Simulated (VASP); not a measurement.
# ZnS (P2_1/m) in VASP: a series of runs

The runs below take ZnS through single point, with r2SCAN, PBE.

Everything below comes from runs of VASP 6.6.1. Logs are shortened: lines on timing, memory, paths and dates and some standing lists are left out, and cuts for length are marked.

## 1. The cell of the first run

It takes space group P2_1/m (No. 11, monoclinic). The conventional cell has a = 3.566 Å, b = 5.880 Å, c = 3.590 Å, α = 90.00°, β = 119.35°, γ = 90.00°. Within 3.3 Å of Zn (site symmetry -1) lie 6 S at 2.53 to 2.56 Å and 2 Zn at 2.94 Å. S (site symmetry m) has 6 Zn at 2.53 to 2.56 Å within 3.3 Å.

## 2. Single point, r2SCAN (shear xy strain -1.5%)

File POSCAR:

```
ZnS
1.0
    3.5895904813     -0.0271014082      0.0000000000
   -1.8182657486      3.1222272501      0.0000000000
    0.0000000000      0.0000000000      5.8799973210
Zn S
2 2
Direct
    0.0000000000      0.0000000000      0.0000000000
    0.0000000000      0.0000000000      0.5000000000
    0.3350953927      0.6666908812      0.2500000000
    0.6649046073      0.3333091188      0.7500000000
```

File INCAR.step1:

```
ALGO = Normal
EDIFF = 1E-4
ENCUT = 520
GGA = PE
ISMEAR = 0
LASPH = True
LCHARG = False
LREAL = False
LWAVE = True
NBANDS = 26
NELM = 60
PREC = Accurate
SIGMA = 0.01
```

File INCAR.step2:

```
ALGO = Normal
EDIFF = 1E-6
ENCUT = 520
ISIF = 2
ISMEAR = 0
ISTART = 1
LASPH = True
LCHARG = False
LMIXTAU = True
LREAL = False
LWAVE = False
METAGGA = R2SCAN
NBANDS = 26
NELM = 60
PREC = Accurate
SIGMA = 0.01
```

File KPOINTS:

```
k-points
0
Gamma
  12 12 4
```

Potentials or basis: VASP PAW PBE potentials, release 64 (Zn, S).

Started as:

```sh
> cat potpaw_PBE.64/Zn/POTCAR potpaw_PBE.64/S/POTCAR > POTCAR
> cp INCAR.step1 INCAR
> mpirun -np 1 vasp_std > vasp.out
> cp INCAR.step2 INCAR
> mpirun -np 1 vasp_std > vasp.out
```

OUTCAR:

```text
EDIFF = 1E-6
   ENCUT = 520
   ISIF = 2
   ISMEAR = 0
   ISTART = 1
   LASPH = True
   LREAL = False
   METAGGA = R2SCAN
   NELM = 60
   PREC = Accurate

 ion  position               nearest neighbor table
   1  0.000  0.000  0.000-   4 2.53   3 2.53   4 2.54   3 2.54   3 2.56   4 2.56   2 2.94   2 2.94

   2  0.000  0.000  0.500-   4 2.53   3 2.53   4 2.54   3 2.54   3 2.56   4 2.56   1 2.94   1 2.94

   3  0.335  0.667  0.250-   1 2.53   2 2.53   1 2.54   2 2.54   1 2.56   2 2.56
   4  0.665  0.333  0.750-   1 2.53   2 2.53   1 2.54   2 2.54   1 2.56   2 2.56

  LATTYP: Found a simple monoclinic cell.
 ALAT       =     3.5661457185
 B/A-ratio  =     1.6488382094
 C/A-ratio  =     1.0066029464
 COS(beta)  =    -0.4901388933

  Lattice vectors:

 A1 = (   1.7713247327,   3.0951258419,   0.0000000000)
 A2 = (   0.0000000000,   0.0000000000,  -5.8799973210)
 A3 = (  -3.5895904813,   0.0271014082,   0.0000000000)

Analysis of symmetry for initial positions (statically):
=====================================================================
 Subroutine PRICEL returns:
 Original cell was already a primitive cell.

 Routine SETGRP: Setting up the symmetry group for a
 simple monoclinic supercell.

 Subroutine GETGRP returns: Found  4 space group operations
 (whereof  2 operations were pure point group operations)
 out of a pool of  4 trial point group operations.

The static configuration has the point symmetry S_2 .
 The point group associated with its full space group is C_2h.

Analysis of symmetry for dynamics (positions and initial velocities):
=====================================================================
 Subroutine PRICEL returns:
 Original cell was already a primitive cell.

 Routine SETGRP: Setting up the symmetry group for a
 simple monoclinic supercell.

 Subroutine GETGRP returns: Found  4 space group operations
 (whereof  2 operations were pure point group operations)
 out of a pool of  4 trial point group operations.

The dynamic configuration has the point symmetry S_2 .
 The point group associated with its full space group is C_2h.

 Subroutine INISYM returns: Found  4 space group operations
 (whereof  2 operations are pure point group operations),
 and found     1 'primitive' translations

----------------------------------------------------------------------------------------

                                     Primitive cell

  volume of cell :      65.6104

  direct lattice vectors                    reciprocal lattice vectors
     3.589590481 -0.027101408  0.000000000     0.279813604  0.162952742  0.000000000
    -1.818265749  3.122227250  0.000000000     0.002428825  0.321698636  0.000000000
     0.000000000  0.000000000  5.879997321     0.000000000  0.000000000  0.170068105

  length of vectors
     3.589692788  3.613086400  5.879997321     0.323804338  0.321707805  0.170068105

  position of ions in fractional coordinates (direct lattice)
     0.000000000  0.000000000  0.000000000
     0.000000000  0.000000000  0.500000000
     0.335095393  0.666690881  0.250000000
     0.664904607  0.333309119  0.750000000

  ion indices of the primitive-cell ions
   primitive index   ion index
                 1           1
                 2           2
                 3           3
                 4           4

----------------------------------------------------------------------------------------

 KPOINTS: k-points

Automatic generation of k-mesh.
 Grid dimensions read from file:
 generate k-points for:   12   12    4

 Generating k-lattice:

  Cartesian coordinates                     Fractional coordinates (reciprocal lattice)
     0.023317800  0.013579395  0.000000000     0.083333333  0.000000000  0.000000000
     0.000202402  0.026808220  0.000000000     0.000000000  0.083333333  0.000000000
     0.000000000  0.000000000  0.042517026     0.000000000  0.000000000  0.250000000

  Length of vectors
     0.026983695  0.026808984  0.042517026

  Shift w.r.t. Gamma in fractional coordinates (k-lattice)
     0.000000000  0.000000000  0.000000000

 Subroutine IBZKPT returns following result:
 ===========================================

 Found    222 irreducible k-points:

 Following reciprocal coordinates:
            Coordinates               Weight
  0.000000  0.000000  0.000000      1.000000
  0.083333  0.000000  0.000000      2.000000
  0.166667  0.000000  0.000000      2.000000
  0.250000  0.000000  0.000000      2.000000
  0.333333  0.000000  0.000000      2.000000
  0.416667  0.000000  0.000000      2.000000
[... 16 lines left out ...]
  0.250000  0.166667  0.000000      2.000000
  0.333333  0.166667  0.000000      2.000000
 [... further k-points ...]
   k-points           NKPTS =    222   k-points in BZ     NKDIM =    222   number of bands    NBANDS=     26
   number of dos      NEDOS =    301   number of ions     NIONS =      4
   total plane-waves  NPLWV =  37632
   dimension x,y,z NGX =    28 NGY =   28 NGZ =   48
   dimension x,y,z NGXF=    56 NGYF=   56 NGZF=   96
   ions per type =               2   2
   NGX,Y,Z   is equivalent  to a cutoff of  12.97, 12.88, 13.57 a.u.
   NGXF,Y,Z  is equivalent  to a cutoff of  25.93, 25.77, 27.14 a.u.
 SYSTEM =  unknown system
   PREC   = accura    normal or accurate (medium, high low for compatibility)
   ISTART =      1    job   : 0-new  1-cont  2-samecut
   ICHARG =      0    charge: 1-file 2-atom 10-const
   ISPIN  =      1    spin polarized calculation?
   LNONCOLLINEAR =      F non collinear calculations
   LSORBIT =      F    spin-orbit coupling
   LASPH  =      T    aspherical Exc in radial PAW
   ENCUT  =  520.0 eV  38.22 Ry    6.18 a.u.   6.67  6.72 10.93*2*pi/ulx,y,z
   NELM   =     60;   NELMIN=  2; NELMDL=  0     # of ELM steps
   EDIFF  = 0.1E-05   stopping-criterion for ELM
   LREAL  =      F    real-space projection
   EDIFFG = 0.1E-04   stopping-criterion for IOM
   NSW    =      0    number of steps for IOM
   IBRION =     -1    ionic relax: 0-MD 1-quasi-New 2-CG
   NFREE  =      0    steps in history (QN), initial steepest desc. (CG)
   ISIF   =      2    stress and relaxation
   ISYM   =      2    0-nonsym 1-usesym 2-fastsym
   POTIM  = 0.5000    time-step for ionic-motion
   TEBEG  =    0.0;   TEEND  =   0.0 temperature during run
   PSTRESS=    0.0 pullay stress
   NELECT =      36.0000    total number of electrons
   NUPDOWN=      -1.0000    fix difference up-down
   EMIN   =  10.00;   EMAX   =-10.00  energy-range for DOS
   EFERMI =   0.00;   METHOD = LEGACY
   ISMEAR =     0;   SIGMA  =   0.01  broadening in eV -4-tet -1-fermi 0-gaus
   EFERMI_NEDOS =   21; number of points for ismear=-14 and -15
   IALGO  =     38    algorithm
   IMIX   =      4    mixing-type and parameters
     AMIX     =   0.40;   BMIX     =  1.00
     AMIX_MAG =   1.60;   BMIX_MAG =  1.00
  volume/ion in A,a.u.               =      16.40       110.69
  Fermi-wavevector in a.u.,A,eV,Ry     =   1.340247  2.532699 24.439615  1.796261
  Thomas-Fermi vector in A             =   2.468575
   LORBIT       =      0    0 simple, 1 ext, 2 COOP (PROOUT), +10 PAW based schemes
   METAGGA = R2SCAN    functional components
   LHFCALC =     F    Hartree Fock is set to
   AEXX    =    0.0000 exact exchange contribution
   IVDW    =     0    specifies the selected vdW correction
   LEPSILON=     F    determine dielectric tensor
   LRPA    =     F    only Hartree local field effects (RPA)
 non-spin polarized calculation
 Gauss-broadening in eV      SIGMA  =   0.01
  energy-cutoff  :      520.00
  volume of cell :       65.61
 maximum number of plane-waves:      1798
   NGX = 13   NGY = 13   NGZ = 21

 number of electron      36.0000024 magnetization

 Free energy of the ion-electron system (eV)
  ---------------------------------------------------
  ext. energy  EPLUGINS =         0.00000000
  ---------------------------------------------------
  free energy    TOTEN  =       -36.37124128 eV

  energy without entropy =      -36.37124128  energy(sigma->0) =      -36.37124128

 E-fermi :   3.7980     XC(G=0): -11.4737

 val. band max:        3.7500373785   @ k =  -0.1667   0.1667   0.0000
 cond. band min:       4.5283946833   @ k =   0.3333   0.3333   0.0000
 fundamental gap:      0.7783573047
 Fermi energy:         3.7980396805

 k-point     1 :       0.0000    0.0000    0.0000
  band No.  band energies     occupation
      1     -10.7146      2.00000
      2      -9.0148      2.00000
      3      -3.6017      2.00000
      4      -3.2112      2.00000
      5      -3.2095      2.00000
      6      -3.0703      2.00000
[... 18 lines left out ...]
     25      13.2021      0.00000
     26      13.2800      0.00000

 k-point     2 :       0.0833    0.0000    0.0000
  band No.  band energies     occupation
      1     -10.6379      2.00000
      2      -8.9860      2.00000
      3      -3.5251      2.00000
      4      -3.2046      2.00000
      5      -3.1829      2.00000
      6      -3.0695      2.00000
[... 18 lines left out ...]
     25      13.1521      0.00000
     26      13.2447      0.00000

 k-point     3 :       0.1667    0.0000    0.0000
  band No.  band energies     occupation
      1     -10.4145      2.00000
      2      -8.9080      2.00000
      3      -3.3184      2.00000
      4      -3.1963      2.00000
      5      -3.1058      2.00000
      6      -3.0623      2.00000
[... 18 lines left out ...]
     25      12.2424      0.00000
     26      13.2304      0.00000

 k-point     4 :       0.2500    0.0000    0.0000
  band No.  band energies     occupation
      1     -10.0673      2.00000
      2      -8.8064      2.00000
      3      -3.1979      2.00000
      4      -3.1215      2.00000
      5      -3.1086      2.00000
      6      -2.9451      2.00000
[... 18 lines left out ...]
     25      12.7274      0.00000
     26      13.0789      0.00000
[... 496 lines left out ...]
      1      -9.8754      2.00000
      2      -8.7592      2.00000
      3      -3.2755      2.00000
      4      -3.0775      2.00000
      5      -2.9732      2.00000
      6      -2.9621      2.00000
[... 18 lines left out ...]
     25      13.5625      0.00000
     26      14.3458      0.00000

 k-point    23 :       0.2500    0.1667    0.0000
  band No.  band energies     occupation
      1      -9.4810      2.00000
      2      -8.6909      2.00000
      3      -3.3910      2.00000
      4      -3.1099      2.00000
      5      -3.0374      2.00000
      6      -2.9835      2.00000
[... 18 lines left out ...]
     25      13.0635      0.00000
     26      15.1761      0.00000

 k-point    24 :       0.3333    0.1667    0.0000
  band No.  band energies     occupation
      1      -9.1050      2.00000
      2      -8.6862      2.00000
      3      -3.5563      2.00000
      4      -3.1894      2.00000
      5      -3.0908      2.00000
      6      -3.0144      2.00000
[... 18 lines left out ...]
     25      13.0509      0.00000
     26      15.4276      0.00000

 [... further k-points ...]

------------------------ aborting loop because EDIFF is reached ----------------------------------------

  FORCE on cell =-STRESS in cart. coord.  units (eV):
  Direction    XX          YY          ZZ          XY          YZ          ZX
  --------------------------------------------------------------------------------------
  -------------------------------------------------------------------------------------
  Total        0.0769954      0.0972155      0.0124493      0.1787793      0.0000000      0.0000000
  in kB        1.8801944      2.3739587      0.3040075      4.3657114      0.0000000      0.0000000
  external PRESSURE =       1.5193869 kB  Pullay stress =       0.0000000 kB

 VOLUME and BASIS-vectors are now :
 -----------------------------------------------------------------------------
  energy-cutoff  :      520.00
  volume of cell :       65.61
      direct lattice vectors                 reciprocal lattice vectors
     3.589590481 -0.027101408  0.000000000     0.279813604  0.162952742  0.000000000
    -1.818265749  3.122227250  0.000000000     0.002428825  0.321698636  0.000000000
     0.000000000  0.000000000  5.879997321     0.000000000  0.000000000  0.170068105

 POSITION                                       TOTAL-FORCE (eV/Angst)
 -----------------------------------------------------------------------------------
      0.00000      0.00000      0.00000         0.000000     -0.000000      0.000000
      0.00000      0.00000      2.94000         0.000000     -0.000000      0.000000
     -0.00937      2.07248      1.47000        -0.000644      0.000026      0.000000
      1.78069      1.02265      4.41000         0.000644     -0.000026      0.000000
 -----------------------------------------------------------------------------------
    total drift:                               -0.000000      0.000000      0.000000

  FREE ENERGIE OF THE ION-ELECTRON SYSTEM (eV)
  ---------------------------------------------------
  free  energy   TOTEN  =       -36.3712412793 eV

  energy  without entropy=      -36.3712412793  energy(sigma->0) =      -36.37124128
```

It took 11 min on 1 thread of AMD EPYC 9R45 (Zen 5), shared host; peak memory 0.39 GiB.

Results:

| Property | Result |
| --- | --- |
| Free energy | -36.3712 eV |
| Pressure | 0.2 GPa |
| Band gap on the k mesh | 0.78 eV, indirect (least direct gap 2.34 eV) |

Caveat: the cell differs from its parent crystal (shear xy strain -1.5%); the PAW data sets were made with another functional, which shifts forces and pressure a little.

## 3. Single point, PBE (shear xy strain -1.5%)

File INCAR:

```
ALGO = Normal
EDIFF = 1E-6
ENCUT = 520
GGA = PE
ISIF = 2
ISMEAR = -1
LASPH = True
LCHARG = True
LELF = True
LREAL = False
LVHAR = True
LWAVE = False
NBANDS = 26
NELM = 80
PREC = Accurate
SIGMA = 0.02
```

KPOINTS is that of step 2.

POSCAR is that of step 2.

Potentials or basis: VASP PAW PBE potentials, release 64 (Zn, S).

Started as:

```sh
> cat potpaw_PBE.64/Zn/POTCAR potpaw_PBE.64/S/POTCAR > POTCAR
> mpirun -np 1 vasp_std > vasp.out
```

Wall time 4.3 min (1 thread of Oxide Virtual Turin-like, shared host); peak memory 0.38 GiB.

Results (log left out):

```
Free energy            : -12.3341 eV
Pressure               : 2.5 GPa
Largest force          : 0.009 eV/Å
Band gap on the k mesh : 0.34 eV, indirect (least direct gap 1.64 eV)
```

Forces in eV/Å, atoms in the order of the input:
```
Zn   0.000  0.000  0.000
Zn   0.000  0.000  0.000
S   -0.009  0.000  0.000
S    0.009  0.000  0.000
```

Stress tensor (GPa, compression positive):
```
2.58 0.39 0.00
0.39 2.61 0.00
0.00 0.00 2.30
```

Levels at points of the mesh, in eV from the valence-band top:
```tsv
k point	band 16	band 17	band 18	band 19	band 20	band 21
(0.00, 0.00, 0.00)	-0.65	-0.19	-0.10	1.54	3.62	6.48
(0.50, 0.00, 0.00)	-2.66	-2.00	-0.20	2.41	3.34	3.92
(0.00, 0.50, 0.00)	-2.59	-2.09	-0.14	2.52	3.41	4.02
(0.50, 0.50, 0.00)	-2.51	-2.17	-0.09	2.62	3.49	4.13
(0.00, 0.00, 0.50)	-0.43	-0.37	-0.37	3.65	3.65	6.69
(0.50, 0.00, 0.50)	-1.62	-1.57	-1.57	2.05	2.05	5.45
(0.00, 0.50, 0.50)	-1.61	-1.51	-1.51	2.05	2.05	5.47
(0.50, 0.50, 0.50)	-1.58	-1.46	-1.46	2.04	2.04	5.50
```

Caveat: the cell differs from its parent crystal (shear xy strain -1.5%).
